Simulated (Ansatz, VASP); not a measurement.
**AlN in VASP and in Ansatz**

```
CELL_PARAMETERS angstrom
0.00000 2.18399 2.18399
2.18399 0.00000 2.18399
2.18399 2.18399 0.00000
ATOMIC_POSITIONS crystal
Al 0.00991 0.00991 0.00991
N 0.75000 0.75000 0.75000
```

Change from the starting cell: all Al atoms moved -0.075 Å, as atom 1 towards its neighbour atom 2 (N) at 1.891 Å.

Alike in both runs: task single point; functional LDA; k mesh 10 × 10 × 10; occupations gaussian, width 0.05 eV; no spin polarisation.

|  | VASP | Ansatz |
| --- | --- | --- |
| version | VASP 6.6.1 | Ansatz 0.2.0 |
| potentials or method | VASP PAW LDA potentials, release 64 (Al, N), cutoff 520 eV | scalar-relativistic, plane waves, PAW |
| valence electrons in the cell | 8 | 8 |

|  | VASP | Ansatz | Ansatz less VASP |
| --- | --- | --- | --- |
| gap on the k mesh at the Fermi level (eV) | 3.00 | 3.02 | +0.020 |
| least direct gap on the mesh (eV) | 4.00 | 3.99 | -0.007 |
| pressure (GPa) | -2.4 | -3.0 | -0.58 |
| traceless stress, the component that is largest in VASP (GPa) | -2.41 | -2.29 | +0.117 |
| rms of the force components (eV/Å) | 0.522 | 0.513 | -0.0094 |

LDA's correlation is that of Perdew and Zunger in VASP and of Perdew and Wang (1992) in Ansatz. Atom by atom the forces differ by 0.009 eV/Å (rms over components).
